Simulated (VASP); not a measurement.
# La (P6_3/mmc) in VASP: a series of runs, part 2 of 2

VASP 6.6.1.

### Step 3. Single point, r2SCAN

The input, POSCAR:

```
La
1.0
    3.7871652420      0.0000000000      0.0000000000
   -1.8935826210      3.2797813079      0.0000000000
    0.0000000000      0.0000000000     12.0620946415
La
4
Direct
    1.0000000000      0.0000000000      0.0000000000
    1.0000000000      0.0000000000      0.5000000000
    0.3333333333      0.6666666667      0.7500000000
    0.6666666667      0.3333333333      0.2500000000
```

The input, INCAR.step1:

```
SYSTEM = La
PREC = Accurate
ENCUT = 520
ISMEAR = 0
SIGMA = 0.1
LREAL = .FALSE.
LASPH = .TRUE.
NELM = 60
NBANDS = 30
GGA = PE
ALGO = Normal
EDIFF = 1E-4
LWAVE = .TRUE.
LCHARG = .FALSE.
```

The input, INCAR.step2:

```
SYSTEM = La
PREC = Accurate
ENCUT = 520
EDIFF = 1E-6
ISMEAR = 0
SIGMA = 0.1
LREAL = .FALSE.
LASPH = .TRUE.
NELM = 60
ALGO = Normal
ISIF = 2
LWAVE = .FALSE.
LCHARG = .FALSE.
METAGGA = R2SCAN
LMIXTAU = .TRUE.
NBANDS = 30
ISTART = 1
```

The input, KPOINTS:

```
Automatic mesh
0
G
  10 10 3
  0 0 0
```

Potentials or basis: VASP PAW PBE potentials, release 64 (La).

Started as:

```console
cat potpaw_PBE.64/La/POTCAR > POTCAR
cp INCAR.step1 INCAR
mpirun -np 1 vasp_std > vasp.out
cp INCAR.step2 INCAR
mpirun -np 1 vasp_std > vasp.out
```

OUTCAR:

```text
SYSTEM = La
   PREC = Accurate
   ENCUT = 520
   EDIFF = 1E-6
   ISMEAR = 0
   LREAL = .FALSE.
   LASPH = .TRUE.
   NELM = 60
   ISIF = 2
   METAGGA = R2SCAN
   ISTART = 1

 ion  position               nearest neighbor table
   1  0.000  0.000  0.000-
   2  0.000  0.000  0.500-
   3  0.333  0.667  0.750-
   4  0.667  0.333  0.250-

  LATTYP: Found a hexagonal cell.
 ALAT       =     3.7871652420
[... 990 lines left out ...]

  FORCE on cell =-STRESS in cart. coord.  units (eV):
  Direction    XX          YY          ZZ          XY          YZ          ZX
  --------------------------------------------------------------------------------------
  -------------------------------------------------------------------------------------
  Total        0.0895857      0.0895857     -0.0419856      0.0000000      0.0000000     -0.0000000
  in kB        0.9580043      0.9580043     -0.4489823      0.0000000      0.0000000     -0.0000000
  external PRESSURE =       0.4890088 kB  Pullay stress =       0.0000000 kB

 VOLUME and BASIS-vectors are now :
 -----------------------------------------------------------------------------
  energy-cutoff  :      520.00
  volume of cell :      149.82
      direct lattice vectors                 reciprocal lattice vectors
     3.787165242  0.000000000  0.000000000     0.264049741  0.152449189  0.000000000
    -1.893582621  3.279781308  0.000000000     0.000000000  0.304898378  0.000000000
     0.000000000  0.000000000 12.062094641     0.000000000  0.000000000  0.082904340

 POSITION                                       TOTAL-FORCE (eV/Angst)
 -----------------------------------------------------------------------------------
      0.00000      0.00000      0.00000         0.000000     -0.000000     -0.000000
      0.00000      0.00000      6.03105         0.000000     -0.000000     -0.000000
     -0.00000      2.18652      9.04657        -0.000000      0.000000      0.000000
      1.89358      1.09326      3.01552         0.000000     -0.000000     -0.000000
 -----------------------------------------------------------------------------------
    total drift:                               -0.000000      0.000000      0.000000

  FREE ENERGIE OF THE ION-ELECTRON SYSTEM (eV)
  ---------------------------------------------------
  free  energy   TOTEN  =      -118.9857392315 eV

  energy  without entropy=     -118.9580860773  energy(sigma->0) =     -118.97191265
```

OUTCAR.step1:

```text
SYSTEM = La
   PREC = Accurate
   ENCUT = 520
   ISMEAR = 0
   LREAL = .FALSE.
   LASPH = .TRUE.
   NELM = 60
[... 1022 lines left out ...]
      0.00000      0.00000      6.03105        -0.000000     -0.000000      0.000000
     -0.00000      2.18652      9.04657        -0.000000      0.000000     -0.000000
      1.89358      1.09326      3.01552         0.000000     -0.000000     -0.000000
 -----------------------------------------------------------------------------------
    total drift:                               -0.000000      0.000000      0.000000

  FREE ENERGIE OF THE ION-ELECTRON SYSTEM (eV)
  ---------------------------------------------------
  free  energy   TOTEN  =       -19.5578468284 eV

  energy  without entropy=      -19.5243465621  energy(sigma->0) =      -19.54109670
```

It took 12 min on 1 thread of Intel Xeon Platinum 8259CL at 2.50GHz (Skylake/Cascade Lake), shared host; peak memory 0.34 GiB.

What came out:

| Quantity | Value |
| --- | --- |
| Free energy | -118.9857 eV |
| Pressure | 0.0 GPa |
| Band gap on the k mesh | zero (bands 22 and 23 overlap by 1.29 eV) |

Caveat: the PAW data sets were made with another functional, which shifts forces and pressure a little; spin-orbit coupling is left out, which moves the levels of the heavy elements.

### Step 4. Single point, r2SCAN

POSCAR is that of step 3.

The input, INCAR.step1:

```
SYSTEM = La
ALGO = Normal
EDIFF = 1E-4
ENCUT = 520
GGA = PE
ISMEAR = 0
LASPH = .True.
LCHARG = .False.
LREAL = .False.
LWAVE = .True.
NBANDS = 30
NELM = 80
PREC = Accurate
SIGMA = 0.2
```

The input, INCAR.step2:

```
SYSTEM = La
ALGO = Normal
EDIFF = 1E-6
ENCUT = 520
ISIF = 2
ISMEAR = 0
ISTART = 1
LASPH = .True.
LCHARG = .True.
LELF = .True.
LMIXTAU = .True.
LREAL = .False.
LVHAR = .True.
LWAVE = .False.
METAGGA = R2SCAN
NBANDS = 30
NELM = 80
PREC = Accurate
SIGMA = 0.2
```

The input, KPOINTS:

```
k-points
0
Gamma
  10 10 3
  0 0 0
```

Started as:

```console
cat potpaw_PBE.64/La/POTCAR > POTCAR
cp INCAR.step1 INCAR
mpirun -np 1 vasp_std > vasp.out
cp INCAR.step2 INCAR
mpirun -np 1 vasp_std > vasp.out
```

Wall time 15 min (1 thread of Intel Xeon Platinum 8259CL at 2.50GHz (Skylake/Cascade Lake), shared host); peak memory 0.33 GiB.

The run converged. Its results:

```yaml
Free_energy: -119.0281 eV
Pressure: 0.0 GPa
Band_gap_on_the_k_mesh: zero (bands 22 and 23 overlap by 1.29 eV)
```

Levels at points of the mesh, in eV from the Fermi level:
```
           k point  band 18  band 19  band 20  band 21  band 22  band 23  band 24  band 25  band 26  band 27
(0.00, 0.00, 0.00)    -1.93    -1.92    -1.82     0.54     0.71     1.36     1.36     1.44     1.44     1.52
(0.50, 0.00, 0.00)    -1.89    -1.60    -1.07    -0.65    -0.27    -0.20     0.53     1.01     1.28     1.73
```

Caveat: the PAW data sets were made with another functional, which shifts forces and pressure a little; spin-orbit coupling is left out, which moves the levels of the heavy elements.

### Step 5. Single point, r2SCAN

POSCAR is that of step 4.

The input, INCAR.step1:

```
PREC = Accurate ; ENCUT = 520
ISMEAR = 0 ; SIGMA = 0.3
LREAL = False ; LASPH = True
NELM = 60 ; NBANDS = 30
GGA = PE ; ALGO = Normal
EDIFF = 1E-4 ; LWAVE = True
LCHARG = False
```

The input, INCAR.step2:

```
PREC = Accurate ; ENCUT = 520
EDIFF = 1E-7 ; ISMEAR = 0
SIGMA = 0.3 ; LREAL = False
LASPH = True ; NELM = 60
ALGO = Normal ; ISIF = 2
LWAVE = False ; LCHARG = False
METAGGA = R2SCAN ; LMIXTAU = True
NBANDS = 30 ; ISTART = 1
```

The input, KPOINTS:

```
regular mesh
0
Gamma
  10 10 3
```

Started as:

```console
cat potpaw_PBE.64/La/POTCAR > POTCAR
cp INCAR.step1 INCAR
mpirun -np 1 vasp_std > vasp.out
cp INCAR.step2 INCAR
mpirun -np 1 vasp_std > vasp.out
```

It took 13 min on 1 thread of Intel Xeon Platinum 8259CL at 2.50GHz (Skylake/Cascade Lake), shared host; peak memory 0.35 GiB.

Results (log left out):

* Free energy: -119.1025 eV
* Pressure: 0.1 GPa
* Band gap on the k mesh: zero (bands 22 and 23 overlap by 1.29 eV)

Levels at points of the mesh, in eV from the Fermi level:
```tsv
k point	band 18	band 19	band 20	band 21	band 22	band 23	band 24	band 25	band 26	band 27
(0.00, 0.00, 0.00)	-1.92	-1.92	-1.81	0.55	0.71	1.36	1.36	1.45	1.45	1.53
(0.50, 0.00, 0.00)	-1.89	-1.59	-1.07	-0.64	-0.27	-0.20	0.54	1.02	1.29	1.74
```

Caveat: so wide a smearing shifts energies and pressures; the PAW data sets were made with another functional, which shifts forces and pressure a little; spin-orbit coupling is left out, which moves the levels of the heavy elements.

### Step 6. The runs side by side

| smearing | gap on the mesh (eV) | pressure (GPa) |
| --- | --- | --- |
| gaussian 0.03 eV | none | 0.1 |
| gaussian 0.1 eV | none | 0.0 |
| gaussian 0.2 eV | none | 0.0 |
| gaussian 0.3 eV | none | 0.1 |

Alike in all rows: task single point; level r2SCAN; potentials or basis VASP PAW PBE potentials, release 64 (La); no spin polarisation; cell as given; k mesh 10 × 10 × 3; cutoff (eV) 520.

Caveats: the PAW data sets were made with another functional, which shifts forces and pressure a little; spin-orbit coupling is left out, which moves the levels of the heavy elements; so wide a smearing shifts energies and pressures (at least some runs).

Absolute energies hang on the potentials; compare differences alone.
